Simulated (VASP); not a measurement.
Input of a VASP 6.6.1 run:

The input INCAR:

```
SYSTEM = RbBr
PREC = Accurate
ENCUT = 520
EDIFF = 1E-6
ISMEAR = 0
SIGMA = 0.02
LREAL = .FALSE.
LASPH = .TRUE.
NELM = 100
ALGO = Normal
ISIF = 2
LWAVE = .FALSE.
LCHARG = .FALSE.
GGA = PE
NBANDS = 15
```

Contents of KPOINTS:

```
Automatic mesh
0
G
  6 6 6
  0 0 0
```

POSCAR

```
RbBr
1.0
    3.4892849165      0.0000000000      0.0000000000
    0.0000000000      3.4892849165      0.0000000000
    0.0000000000      0.0000000000      3.4892849165
Rb Br
1 1
Direct
    0.0000000000      0.0000000000      0.0000000000
    0.5000000000      0.5000000000      0.5000000000
```

Potentials or basis: VASP PAW PBE potentials, release 64 (Rb_sv, Br).

Launch:

```console
$ cat potpaw_PBE.64/Rb_sv/POTCAR potpaw_PBE.64/Br/POTCAR > POTCAR
$ mpirun -np 1 vasp_std > vasp.out
```

(1) Estimate the pressure.

(2) Estimate the band gap on the k mesh.

## Answers

(1) 30.5 GPa.

(2) 4.28 eV.

Caveat: the cell stands under pressure.
